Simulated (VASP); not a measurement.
Write the native input for VASP 6.6.1 that does the following.

- Task: single point
- Functional: PBE
- Potentials or basis: VASP PAW PBE potentials, release 64 (Cs_sv, Br)
- Cutoff: 500 eV
- k mesh: 6 × 6 × 6
- Occupations: fermi-dirac, width 0.03 eV
- Spin: no spin polarisation
- Dipole correction: no
- Further INCAR settings: ALGO = Normal; EDIFF = 1e-06; NBANDS = 15

The structure of CsBr lies in POSCAR:

```
CsBr
1.0
    4.3562747853      0.0000000000      0.0000000000
    0.0000000000      4.3562747853      0.0000000000
    0.0000000000      0.0000000000      4.3562747853
Cs Br
1 1
Direct
    0.0000000000      0.0000000000      0.0000000000
    0.5000000000      0.5000000000      0.5000000000
```

This cell differs from its parent crystal: volume scaled by 1.05.

These files were run (other wordings do the same):

INCAR

```
SYSTEM = CsBr
  PREC = Accurate
  ENCUT = 500
  EDIFF = 1E-6
  ISMEAR = -1
  SIGMA = 0.03
  LREAL = .FALSE.
  LASPH = .TRUE.
  NELM = 120
  ALGO = Normal
  ISIF = 2
  LWAVE = .FALSE.
  LCHARG = .FALSE.
  GGA = PE
  NBANDS = 15
  GGA_COMPAT = .FALSE.
```

KPOINTS

```
regular mesh
0
G
  6 6 6
  0 0 0
```

Potentials or basis: VASP PAW PBE potentials, release 64 (Cs_sv, Br).

Command:

```sh
$ cat potpaw_PBE.64/Cs_sv/POTCAR potpaw_PBE.64/Br/POTCAR > POTCAR
$ mpirun -np 1 vasp_std > vasp.out
```

Results of the run:

```yaml
Pressure: 0.3 GPa
Band_gap_on_the_k_mesh: 4.33 eV, indirect (least direct gap 4.34 eV)
```

Caveat: spin-orbit coupling is left out, which moves the levels of the heavy elements.

It used 7.2 s of CPU time on 1 thread of Intel(R) Xeon(R) 6975P-C (Granite Rapids), with other jobs on the host.
